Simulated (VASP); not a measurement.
Write the native input for VASP 6.6.1 that does the following.

| Item | Value |
| --- | --- |
| Task | G0W0 quasiparticle levels |
| Functional | PBE |
| Potentials or basis | VASP PAW PBE potentials, release 64 (Li_GW, Cl_GW) |
| Cutoff | 500 eV |
| k mesh | 4 × 4 × 4 |
| Occupations | gaussian, width 0.01 eV |
| Spin | no spin polarisation |
| Dipole correction | no |
| GW scheme | G0W0 |
| GW iterations | 1 |
| Cutoff of the response function | 80 |
| Frequency points | 96 |
| Empty bands | 60 |
| Further INCAR settings | ALGO = EVGW0; EDIFF = 1e-08; NBANDS = 64 |

The system is LiCl.

```
Li Cl
1.0
     0.00000    2.55604    2.55604
     2.55604    0.00000    2.55604
     2.55604    2.55604    0.00000
Li Cl
1 1
Cartesian
  0.0000 0.0000 0.0000
  2.5560 2.5560 2.5560
```

The input as run:

POSCAR

```
LiCl
1.0
    0.0000000000      2.5560369926      2.5560369926
    2.5560369926      0.0000000000      2.5560369926
    2.5560369926      2.5560369926      0.0000000000
Li Cl
1 1
Direct
    0.0000000000      0.0000000000      0.0000000000
    0.5000000000      0.5000000000      0.5000000000
```

INCAR.step1

```
SYSTEM = LiCl
  ALGO = Normal
  EDIFF = 1E-8
  ENCUT = 500
  GGA = PE
  ISMEAR = 0
  LASPH = .TRUE.
  LCHARG = .FALSE.
  LREAL = .FALSE.
  LWAVE = .TRUE.
  NELM = 80
  PREC = Accurate
  SIGMA = 0.01
```

INCAR.step2

```
SYSTEM = LiCl
  ALGO = Exact
  EDIFF = 1E-8
  ENCUT = 500
  GGA = PE
  ISMEAR = 0
  ISTART = 1
  LASPH = .TRUE.
  LCHARG = .FALSE.
  LOPTICS = .TRUE.
  LREAL = .FALSE.
  LWAVE = .TRUE.
  NBANDS = 64
  NELM = 1
  PREC = Accurate
  SIGMA = 0.01
```

INCAR.step3

```
SYSTEM = LiCl
  ALGO = EVGW0
  EDIFF = 1E-8
  ENCUT = 500
  ENCUTGW = 80.0
  GGA = PE
  ISMEAR = 0
  ISTART = 1
  LASPH = .TRUE.
  LCHARG = .FALSE.
  LREAL = .FALSE.
  LWAVE = .FALSE.
  NBANDS = 64
  NBANDSGW = 12
  NELMGW = 1
  NOMEGA = 96
  OMEGAMAX = 30
  PREC = Accurate
  PRECFOCK = Fast
  SIGMA = 0.01
```

KPOINTS

```
k-points
0
G
  4 4 4
  0 0 0
```

Potentials or basis: VASP PAW PBE potentials, release 64 (Li_GW, Cl_GW).

Command:

```console
$ cat potpaw_PBE.64/Li_GW/POTCAR potpaw_PBE.64/Cl_GW/POTCAR > POTCAR
$ cp INCAR.step1 INCAR
$ mpirun -np 1 vasp_std > vasp.out
$ cp INCAR.step2 INCAR
$ mpirun -np 1 vasp_std > vasp.out
$ cp INCAR.step3 INCAR
$ mpirun -np 1 vasp_std > vasp.out
```

Results of the run:

| Quantity | Value |
| --- | --- |
| Quasiparticle gap | 8.72 eV |
| Least direct quasiparticle gap | 8.72 eV |
| Band gap of the starting levels on the mesh | 6.38 eV |
| Least direct gap of the starting levels on the mesh | 6.38 eV |

Caveat: the k points lie up to 0.53 Å⁻¹ apart; bands, screening cutoff and mesh are small and nothing is extrapolated, so the quasiparticle values aren't converged.

Run time: 25 s on 1 thread of Intel(R) Xeon(R) 6975P-C (Granite Rapids), on a shared host, peak memory 0.28 GiB.
